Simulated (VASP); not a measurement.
Here is a VASP 6.6.1 calculation.

The input INCAR:

```
SYSTEM = SiC
  ALGO = Normal
  EDIFF = 1E-8
  ENCUT = 520
  GGA = PE
  ISIF = 2
  ISMEAR = -1
  LASPH = .TRUE.
  LCHARG = .FALSE.
  LEFG = .TRUE.
  LREAL = .FALSE.
  LWAVE = .FALSE.
  NBANDS = 16
  NELM = 100
  PREC = Accurate
  SIGMA = 0.08
```

Contents of KPOINTS:

```
k-points
0
G
  15 15 8
  0 0 0
```

Contents of POSCAR:

```
SiC
1.0
    3.0963696491      0.0000000000      0.0000000000
   -1.5481848246      2.6815347757      0.0000000000
    0.0000000000      0.0000000000      5.0814314379
Si C
2 2
Direct
    0.3333333333      0.6666666667      0.0000000000
    0.6666666667      0.3333333333      0.5000000000
    0.3333333333      0.6666666667      0.3850000000
    0.6666666667      0.3333333333      0.8850000000
```

Potentials or basis: VASP PAW PBE potentials, release 64 (Si, C).

Launch:

```bash
$ cat potpaw_PBE.64/Si/POTCAR potpaw_PBE.64/C/POTCAR > POTCAR
$ mpirun -np 1 vasp_std > vasp.out
```

Estimate the largest force.

0.722 eV/Å.

Predict the band gap on the k mesh.

2.36 eV, indirect (least direct gap 4.05 eV).

What does it give for the pressure?

-0.7 GPa.

Stress tensor (GPa, compression positive):
```
 0.67  0.00  0.00
 0.00  0.67  0.00
 0.00  0.00 -3.38
```

Caveat: without QUAD_EFG the Cq values of the log hold for a quadrupole moment of 1 mb, not for the nuclei. A k mesh can miss the band edges.
